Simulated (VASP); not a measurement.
Input of a VASP 6.6.1 run:

The input INCAR:

```
  ALGO = Normal
  EDIFF = 1E-7
  ENCUT = 520
  GGA = PE
  ISIF = 2
  ISMEAR = 0
  LASPH = True
  LCHARG = False
  LREAL = False
  LWAVE = False
  NBANDS = 29
  NELM = 80
  PREC = Accurate
  SIGMA = 0.1
```

The input KPOINTS:

```
k-points
0
Gamma
  3 3 6
```

Contents of POSCAR:

```
Si3F
1.0
    6.1055641425      0.0000000000      0.0000000000
   -3.0527820712      5.2875736518      0.0000000000
    0.0000000000      0.0000000000      3.4586798866
Si F
6 2
Direct
    0.3850600000      0.2987800000      0.2500000000
    0.0862800000      0.3850600000      0.7500000000
    0.7012200000      0.0862800000      0.2500000000
    0.6149400000      0.7012200000      0.7500000000
    0.9137200000      0.6149400000      0.2500000000
    0.2987800000      0.9137200000      0.7500000000
    0.3333333333      0.6666666667      0.2500000000
    0.6666666667      0.3333333333      0.7500000000
```

Potentials or basis: VASP PAW PBE potentials, release 64 (Si, F).

Command:

```bash
$ cat potpaw_PBE.64/Si/POTCAR potpaw_PBE.64/F/POTCAR > POTCAR
$ mpirun -np 1 vasp_std > vasp.out
```

Problem. Estimate the pressure.

Solution. 9.3 GPa.

Problem. What does it give for the band gap on the k mesh?

Solution. Zero (bands 19 and 20 overlap by 2.54 eV).

Problem. What does it give for the largest force?

Solution. 0.978 eV/Å.

Forces on the atoms (eV/Å):
```
Si  -0.284 -0.935  0.000
Si   0.668 -0.713  0.000
Si   0.952  0.222  0.000
Si   0.284  0.935  0.000
Si  -0.668  0.713  0.000
Si  -0.952 -0.222  0.000
F    0.000  0.000  0.000
F    0.000  0.000  0.000
```

Caveat: the k points lie up to 0.40 Å⁻¹ apart, too coarse for converged energies and pressures of a metal.
